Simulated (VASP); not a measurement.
# Be (P6_3/mmc) in VASP: a series of runs

Runs on Be. Level: LDA. Tasks: single point.

All numbers are computed with VASP 6.6.1; they aren't measurements. Logs are shortened: lines on timing, memory, paths and dates and some standing lists are left out, and cuts for length are marked.

## 1. The cell of the first run

Symmetry: P6_3/mmc, No. 194, hexagonal system. The conventional cell has a = 2.171 Å, b = 2.171 Å, c = 3.429 Å, α = 90.00°, β = 90.00°, γ = 120.00°. Within 2.8 Å of Be (site symmetry -6m2) lie 12 Be at 2.12 to 2.17 Å.

## 2. Single point, LDA (strain -0.025 along x and y, -0.025 along z)

The input, INCAR:

```
SYSTEM = Be
ALGO     = Normal         ! electronic algorithm
EDIFF    = 1E-6           ! SCF threshold, eV
ENCUT    = 520            ! plane-wave cutoff, eV
ISIF     = 2              ! what is computed and relaxed
ISMEAR   = 0              ! smearing method
LASPH    = .TRUE.         ! aspherical terms in the spheres
LCHARG   = .FALSE.        ! write CHGCAR
LREAL    = .FALSE.        ! projectors in reciprocal space
LWAVE    = .FALSE.        ! write WAVECAR
NBANDS   = 9              ! bands
NELM     = 100            ! most SCF steps
PREC     = Accurate       ! precision mode
SIGMA    = 0.15           ! smearing width, eV
```

The input, KPOINTS:

```
k-points
0
G
  30 30 18
  0 0 0
```

The input, POSCAR:

```
Be
1.0
    2.1705595162      0.0000000000      0.0000000000
   -1.0852797581      1.8797596815      0.0000000000
    0.0000000000      0.0000000000      3.4286615782
Be
2
Direct
    0.3333333333      0.6666666667      0.2500000000
    0.6666666667      0.3333333333      0.7500000000
```

Potentials or basis: VASP PAW LDA potentials, release 64 (Be).

The run is started by

```console
cat potpaw_LDA.64/Be/POTCAR > POTCAR
mpirun -np 1 vasp_std > vasp.out
```

OUTCAR:

```text
SYSTEM = Be
   EDIFF = 1E-6
   ENCUT = 520
   ISIF = 2
   ISMEAR = 0
   LASPH = .TRUE.
   LREAL = .FALSE.
   NELM = 100
   PREC = Accurate

 ion  position               nearest neighbor table
   1  0.333  0.667  0.250-   2 2.12   2 2.12   2 2.12   2 2.12   2 2.12   2 2.12
   2  0.667  0.333  0.750-   1 2.12   1 2.12   1 2.12   1 2.12   1 2.12   1 2.12

  LATTYP: Found a hexagonal cell.
 ALAT       =     2.1705595162
 C/A-ratio  =     1.5796210851

  Lattice vectors:

 A1 = (   2.1705595162,   0.0000000000,   0.0000000000)
 A2 = (  -1.0852797581,   1.8797596815,   0.0000000000)
 A3 = (   0.0000000000,   0.0000000000,   3.4286615782)

Analysis of symmetry for initial positions (statically):
=====================================================================
 Subroutine PRICEL returns:
 Original cell was already a primitive cell.

 Routine SETGRP: Setting up the symmetry group for a
 hexagonal supercell.

 Subroutine GETGRP returns: Found 24 space group operations
 (whereof 12 operations were pure point group operations)
 out of a pool of 24 trial point group operations.

The static configuration has the point symmetry D_3d.
 The point group associated with its full space group is D_6h.

Analysis of symmetry for dynamics (positions and initial velocities):
=====================================================================
 Subroutine PRICEL returns:
 Original cell was already a primitive cell.

 Routine SETGRP: Setting up the symmetry group for a
 hexagonal supercell.

 Subroutine GETGRP returns: Found 24 space group operations
 (whereof 12 operations were pure point group operations)
 out of a pool of 24 trial point group operations.

The dynamic configuration has the point symmetry D_3d.
 The point group associated with its full space group is D_6h.

 Subroutine INISYM returns: Found 24 space group operations
 (whereof 12 operations are pure point group operations),
 and found     1 'primitive' translations

----------------------------------------------------------------------------------------

                                     Primitive cell

  volume of cell :      13.9894

  direct lattice vectors                    reciprocal lattice vectors
     2.170559516  0.000000000  0.000000000     0.460710703  0.265991448  0.000000000
    -1.085279758  1.879759681  0.000000000     0.000000000  0.531982896  0.000000000
     0.000000000  0.000000000  3.428661578     0.000000000  0.000000000  0.291658998

  length of vectors
     2.170559516  2.170559516  3.428661578     0.531982896  0.531982896  0.291658998
[... 81 lines left out ...]
   EDIFF  = 0.1E-05   stopping-criterion for ELM
   LREAL  =      F    real-space projection
   EDIFFG = 0.1E-04   stopping-criterion for IOM
   NSW    =      0    number of steps for IOM
   IBRION =     -1    ionic relax: 0-MD 1-quasi-New 2-CG
   NFREE  =      0    steps in history (QN), initial steepest desc. (CG)
   ISIF   =      2    stress and relaxation
   ISYM   =      2    0-nonsym 1-usesym 2-fastsym
   POTIM  = 0.5000    time-step for ionic-motion
   TEBEG  =    0.0;   TEEND  =   0.0 temperature during run
   PSTRESS=    0.0 pullay stress
   NELECT =       4.0000    total number of electrons
   NUPDOWN=      -1.0000    fix difference up-down
   EMIN   =  10.00;   EMAX   =-10.00  energy-range for DOS
   EFERMI =   0.00;   METHOD = LEGACY
   ISMEAR =     0;   SIGMA  =   0.15  broadening in eV -4-tet -1-fermi 0-gaus
   EFERMI_NEDOS =   21; number of points for ismear=-14 and -15
   IALGO  =     38    algorithm
   IMIX   =      4    mixing-type and parameters
     AMIX     =   0.40;   BMIX     =  1.00
     AMIX_MAG =   1.60;   BMIX_MAG =  1.00
  volume/ion in A,a.u.               =       6.99        47.20
  Fermi-wavevector in a.u.,A,eV,Ry     =   1.078521  2.038109 15.826400  1.163208
  Thomas-Fermi vector in A             =   2.214462
   LORBIT       =      0    0 simple, 1 ext, 2 COOP (PROOUT), +10 PAW based schemes
   GGA     = CA    functional components
   LHFCALC =     F    Hartree Fock is set to
   AEXX    =    0.0000 exact exchange contribution
   IVDW    =     0    specifies the selected vdW correction
   LEPSILON=     F    determine dielectric tensor
   LRPA    =     F    only Hartree local field effects (RPA)
 non-spin polarized calculation
 Gauss-broadening in eV      SIGMA  =   0.15
  energy-cutoff  :      520.00
  volume of cell :       13.99
 maximum number of plane-waves:       388
   NGX =  9   NGY =  9   NGZ = 13

 number of electron       4.0000000 magnetization

 Free energy of the ion-electron system (eV)
  ---------------------------------------------------
  ext. energy  EPLUGINS =         0.00000000
  ---------------------------------------------------
  free energy    TOTEN  =        -8.38074391 eV

  energy without entropy =       -8.37960887  energy(sigma->0) =       -8.38017639

 E-fermi :   7.7428     XC(G=0): -11.0314

 val. band max:        7.7287040354   @ k =   0.2000   0.2000   0.0000
 cond. band min:       7.7721315493   @ k =   0.2333   0.1667   0.0000
 fundamental gap:      0.0434275139
 Fermi energy:         7.7427551247

 k-point     1 :       0.0000    0.0000    0.0000
  band No.  band energies     occupation
      1      -4.0630      2.00000
      2       2.8695      2.00000
      3       9.4264      0.00000
      4      25.1943      0.00000
      5      25.1943      0.00000
      6      28.2657      0.00000
      7      28.2657      0.00000
      8      30.4260      0.00000
      9      37.1882      0.00000
[... 265 lines left out ...]
 k-point    24 :       0.2667    0.0333    0.0000
  band No.  band energies     occupation
      1      -1.6680      2.00000
      2       6.1693      2.00000
      3       9.0566      0.00000
      4      15.9381      0.00000
      5      19.5703      0.00000
      6      23.4257      0.00000
      7      24.6657      0.00000
      8      27.4444      0.00000
      9      29.8623      0.00000

 [... further k-points ...]
[... 5 lines left out ...]
  --------------------------------------------------------------------------------------
  -------------------------------------------------------------------------------------
  Total        1.0274578      1.0274578      1.0700633      0.0000000      0.0000000      0.0000000
  in kB      117.6727565    117.6727565    122.5522856      0.0000000      0.0000000      0.0000000
  external PRESSURE =     119.2992662 kB  Pullay stress =       0.0000000 kB

 VOLUME and BASIS-vectors are now :
 -----------------------------------------------------------------------------
  energy-cutoff  :      520.00
  volume of cell :       13.99
      direct lattice vectors                 reciprocal lattice vectors
     2.170559516  0.000000000  0.000000000     0.460710703  0.265991448  0.000000000
    -1.085279758  1.879759681  0.000000000     0.000000000  0.531982896  0.000000000
     0.000000000  0.000000000  3.428661578     0.000000000  0.000000000  0.291658998

 POSITION                                       TOTAL-FORCE (eV/Angst)
 -----------------------------------------------------------------------------------
     -0.00000      1.25317      0.85717         0.000000     -0.000000      0.000000
      1.08528      0.62659      2.57150        -0.000000      0.000000      0.000000
 -----------------------------------------------------------------------------------
    total drift:                                0.000000     -0.000000      0.000000

  FREE ENERGIE OF THE ION-ELECTRON SYSTEM (eV)
  ---------------------------------------------------
  free  energy   TOTEN  =        -8.3807439079 eV

  energy  without entropy=       -8.3796088663  energy(sigma->0) =       -8.38017639
```

It took 34 s on 1 thread of AMD EPYC 9R45 (Zen 5), shared host; peak memory 0.16 GiB.

Results:

| Property | Result |
| --- | --- |
| Free energy | -8.3807 eV |
| Pressure | 11.9 GPa |
| Band gap on the k mesh | zero (band 2 reaches 8.88 eV, above the bottom of band 3 at 6.59 eV) |

Levels at points of the mesh, in eV from the Fermi level:
```tsv
k point	band 1	band 2	band 3	band 4	band 5
(0.00, 0.00, 0.00)	-11.81	-4.87	1.68	17.45	17.45
(0.50, 0.00, 0.00)	-5.38	-3.12	3.93	7.00	7.64
(0.00, 0.00, 0.50)	-9.60	-9.60	11.68	11.68	19.23
(0.50, 0.00, 0.50)	-3.95	-3.95	2.15	2.15	13.09
```

Caveat: the cell differs from its parent crystal (strain -0.025 along x and y, -0.025 along z).

## 3. Single point, LDA (strain -0.050 along x and y, +0.050 along z)

The input, INCAR:

```
  PREC = Accurate
  ENCUT = 520
  EDIFF = 1E-6
  ISMEAR = 0
  SIGMA = 0.15
  LREAL = False
  LASPH = True
  NELM = 80
  ALGO = Normal
  ISIF = 2
  LWAVE = False
  LCHARG = False
  NBANDS = 9
```

The input, KPOINTS:

```
Automatic mesh
0
Gamma
  30 30 18
```

The input, POSCAR:

```
Be
1.0
    2.1149041440      0.0000000000      0.0000000000
   -1.0574520720      1.8315607153      0.0000000000
    0.0000000000      0.0000000000      3.6924047765
Be
2
Direct
    0.3333333333      0.6666666667      0.2500000000
    0.6666666667      0.3333333333      0.7500000000
```

Potentials or basis: VASP PAW LDA potentials, release 64 (Be).

The run is started by

```console
cat potpaw_LDA.64/Be/POTCAR > POTCAR
mpirun -np 1 vasp_std > vasp.out
```

OUTCAR:

```text
PREC = Accurate
   ENCUT = 520
   EDIFF = 1E-6
   ISMEAR = 0
   LREAL = False
   LASPH = True
   NELM = 80
   ISIF = 2

 ion  position               nearest neighbor table
   1  0.333  0.667  0.250-   2 2.21   2 2.21   2 2.21   2 2.21   2 2.21   2 2.21
   2  0.667  0.333  0.750-   1 2.21   1 2.21   1 2.21   1 2.21   1 2.21   1 2.21

  LATTYP: Found a hexagonal cell.
 ALAT       =     2.1149041440
 C/A-ratio  =     1.7458969887

  Lattice vectors:

 A1 = (   2.1149041440,   0.0000000000,   0.0000000000)
 A2 = (  -1.0574520720,   1.8315607153,   0.0000000000)
 A3 = (   0.0000000000,   0.0000000000,   3.6924047765)

Analysis of symmetry for initial positions (statically):
=====================================================================
 Subroutine PRICEL returns:
 Original cell was already a primitive cell.

 Routine SETGRP: Setting up the symmetry group for a
 hexagonal supercell.

 Subroutine GETGRP returns: Found 24 space group operations
 (whereof 12 operations were pure point group operations)
 out of a pool of 24 trial point group operations.

The static configuration has the point symmetry D_3d.
[... 172 lines left out ...]
  band No.  band energies     occupation
      1      -4.1347      2.00000
      2       1.8679      2.00000
      3       7.4510      1.97675
      4      26.8181      0.00000
      5      26.8961      0.00000
      6      26.8961      0.00000
      7      29.3248      0.00000
      8      29.3248      0.00000
      9      35.8595      0.00000
[... 265 lines left out ...]
 k-point    24 :       0.2667    0.0333    0.0000
  band No.  band energies     occupation
      1      -1.6045      2.00000
      2       5.3697      2.00000
      3       7.8933      0.05732
      4      16.2567      0.00000
      5      20.9309      0.00000
      6      23.1956      0.00000
      7      23.7638      0.00000
      8      27.1349      0.00000
      9      31.0223      0.00000

 [... further k-points ...]

------------------------ aborting loop because EDIFF is reached ----------------------------------------

  FORCE on cell =-STRESS in cart. coord.  units (eV):
  Direction    XX          YY          ZZ          XY          YZ          ZX
  --------------------------------------------------------------------------------------
  -------------------------------------------------------------------------------------
  Total        1.9509362      1.9509362     -1.4049724      0.0000000      0.0000000      0.0000000
  in kB      218.5407084    218.5407084   -157.3827242      0.0000000      0.0000000      0.0000000
  external PRESSURE =      93.2328975 kB  Pullay stress =       0.0000000 kB

 VOLUME and BASIS-vectors are now :
 -----------------------------------------------------------------------------
  energy-cutoff  :      520.00
  volume of cell :       14.30
      direct lattice vectors                 reciprocal lattice vectors
     2.114904144  0.000000000  0.000000000     0.472834669  0.272991223  0.000000000
    -1.057452072  1.831560715  0.000000000     0.000000000  0.545982446  0.000000000
     0.000000000  0.000000000  3.692404777     0.000000000  0.000000000  0.270826212

 POSITION                                       TOTAL-FORCE (eV/Angst)
 -----------------------------------------------------------------------------------
     -0.00000      1.22104      0.92310        -0.000000      0.000000      0.000000
      1.05745      0.61052      2.76930         0.000000     -0.000000      0.000000
 -----------------------------------------------------------------------------------
    total drift:                                0.000000     -0.000000      0.000000

  FREE ENERGIE OF THE ION-ELECTRON SYSTEM (eV)
  ---------------------------------------------------
  free  energy   TOTEN  =        -8.2764977245 eV

  energy  without entropy=       -8.2735340349  energy(sigma->0) =       -8.27501588
```

OSZICAR:

```text
N       E                     dE             d eps       ncg     rms          rms(c)
DAV:   1    -0.398684959001E+01   -0.39868E+01   -0.18553E+03 16732   0.370E+02
DAV:   2    -0.829968078479E+01   -0.43128E+01   -0.42066E+01 24185   0.477E+01
DAV:   3    -0.834377068087E+01   -0.44090E-01   -0.43507E-01 17941   0.336E+00
DAV:   4    -0.834381073051E+01   -0.40050E-04   -0.40044E-04 19232   0.886E-02
DAV:   5    -0.834381073494E+01   -0.44251E-08   -0.48743E-08 17873   0.125E-03    0.134E+00
DAV:   6    -0.829727167570E+01    0.46539E-01   -0.30586E-03 18092   0.392E-01    0.808E-01
DAV:   7    -0.827651063757E+01    0.20761E-01   -0.47327E-03 18460   0.481E-01    0.240E-02
DAV:   8    -0.827649886642E+01    0.11771E-04   -0.10908E-05 17795   0.260E-02    0.598E-03
DAV:   9    -0.827649773067E+01    0.11358E-05   -0.63750E-07 17208   0.577E-03    0.765E-04
DAV:  10    -0.827649772452E+01    0.61431E-08   -0.31701E-09  9580   0.392E-04
   1 F= -.82764977E+01 E0= -.82750159E+01  d E =-.296369E-02
```

stdout:

```text
POSCAR found type information on POSCAR Be
 POSCAR found :  1 types and       2 ions
 scaLAPACK will be used
 LDA part: xc-table for (Slater(with rela. corr.)+CA(PZ))
 , standard interpolation
 POSCAR, INCAR and KPOINTS ok, starting setup
 FFT: planning ... GRIDC
 FFT: planning ... GRID_SOFT
 FFT: planning ... GRID
 WAVECAR not read
 entering main loop
```

Wall time 33 s (1 thread of AMD EPYC 9R45 (Zen 5), shared host); peak memory 0.17 GiB.

What came out:

```
Free energy            : -8.2765 eV
Pressure               : 9.3 GPa
Band gap on the k mesh : zero (band 2 reaches 8.42 eV, above the bottom of band 3 at 6.97 eV)
```

Stress tensor (GPa, compression positive):
```
 21.85   0.00   0.00
  0.00  21.85   0.00
  0.00   0.00 -15.74
```

Levels at points of the mesh, in eV from the Fermi level:
| k point | band 1 | band 2 | band 3 | band 4 | band 5 | band 6 | band 7 |
| --- | --- | --- | --- | --- | --- | --- | --- |
| (0.00, 0.00, 0.00) | -11.83 | -5.82 | -0.24 | 19.13 | 19.20 | 19.20 | 21.63 |
| (0.50, 0.00, 0.00) | -5.10 | -2.91 | 3.68 | 6.29 | 6.47 | 10.33 | 11.72 |
| (0.00, 0.00, 0.50) | -9.91 | -9.91 | 8.37 | 8.37 | 20.53 | 20.53 | 20.53 |
| (0.50, 0.00, 0.50) | -3.86 | -3.86 | 2.31 | 2.31 | 14.02 | 14.02 | 14.34 |

Caveat: the cell differs from its parent crystal (strain -0.050 along x and y, +0.050 along z).

(Part 1 of 2 ends here.)
